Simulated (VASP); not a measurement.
GaSb3, 4 atoms in the cell. It takes space group C2/m (No. 12, monoclinic). Conventional cell: a = 6.492 Å, b = 7.293 Å, c = 4.813 Å, α = 90.00°, β = 130.76°, γ = 90.00°. Ga (site symmetry 2/m) has 14 Sb at 3.02 to 3.65 Å within 4.0 Å. Sb (site symmetry 2) has 4 Ga at 3.02 to 3.07 Å and 10 Sb at 3.02 to 3.65 Å within 4.0 Å. Within 4.0 Å of Sb (site symmetry 2/m) lie 8 Sb at 3.02 to 3.07 Å and 6 Ga at 3.25 to 3.65 Å.  This cell differs from its parent crystal: engineering shear strain xz -0.0267, normal strain along z -0.1100.

| Quantity | Value |
| --- | --- |
| Program | VASP 6.6.1 |
| Task | single point |
| Functional | PBEsol |
| Potentials or basis | VASP PAW PBE potentials, release 64 (Ga_d, Sb) |
| Cutoff | 520 eV |
| k mesh | 10 × 10 × 10 |
| Occupations | gaussian, width 0.15 eV |
| Spin | no spin polarisation |
| Dipole correction | no |
| Further INCAR settings | ALGO = Normal; EDIFF = 1e-06; NBANDS = 22 |

Potentials or basis: VASP PAW PBE potentials, release 64 (Ga_d, Sb).

Launch:

```sh
$ cat potpaw_PBE.64/Ga_d/POTCAR potpaw_PBE.64/Sb/POTCAR > POTCAR
$ mpirun -np 1 vasp_std > vasp.out
```

Hardware: 1 thread of Intel(R) Xeon(R) Platinum 8488C (Sapphire Rapids), on a shared host.

Task: Estimate the wall time of this run.

Result: Run time: 3.1 min on 1 thread of Intel(R) Xeon(R) Platinum 8488C (Sapphire Rapids) (shared host), peak memory 0.6 GiB. Counts: scf iterations 11, k points 282.
